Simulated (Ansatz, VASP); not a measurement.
## NaVS2 in VASP and in Ansatz

```
CELL_PARAMETERS angstrom
1.76257 1.01762 6.32916
-1.76257 1.01762 6.32916
0.00000 -2.03524 6.32916
ATOMIC_POSITIONS crystal
Na 0.50000 0.50000 0.50000
V 0.00000 0.00000 0.00000
S 0.26438 0.26438 0.26438
S 0.73562 0.73562 0.73562
```

Change from the starting cell: volume scaled by 0.94, PAW files.

Alike in both runs: task single point; functional LDA; k mesh 11 × 11 × 11; occupations fermi-dirac, width 0.03 eV; collinear spin.

|  | VASP | Ansatz |
| --- | --- | --- |
| version | VASP 6.6.1 | Ansatz 0.2.0 |
| potentials or method | VASP PAW LDA potentials, release 64 (Na_pv, V_sv, S) | PAW with Ansatz's default frozen-core files, scalar-relativistic |
| plane-wave cutoff (eV) | 520 | 420 |
| valence electrons in the cell | 32 | 34 |

|  | VASP | Ansatz | Ansatz less VASP |
| --- | --- | --- | --- |
| pressure (GPa) | -5.2 | -1.8 | +3.42 |
| traceless stress, the component that is largest in VASP (GPa) | 4.58 | 1.01 | -3.565 |
| rms of the force components (eV/Å) | 0.038 | 0.071 | +0.0333 |
| net moment per atom (μB) | 0.15 | 0.49 | +0.344 |
| size of the moment on the site where the two differ most (μB) | 0.55 | 1.63 | +1.087 |

The net moments are unlike, so the other rows may belong to different states. LDA's correlation is that of Perdew and Zunger in VASP and of Perdew and Wang (1992) in Ansatz. Site moments also hang on the region over which each program counts them. Atom by atom the forces differ by 0.033 eV/Å (rms over components). VASP's potentials hold 32 valence electrons a cell and Ansatz's 34, so a difference there can come from the potentials and not from the codes.
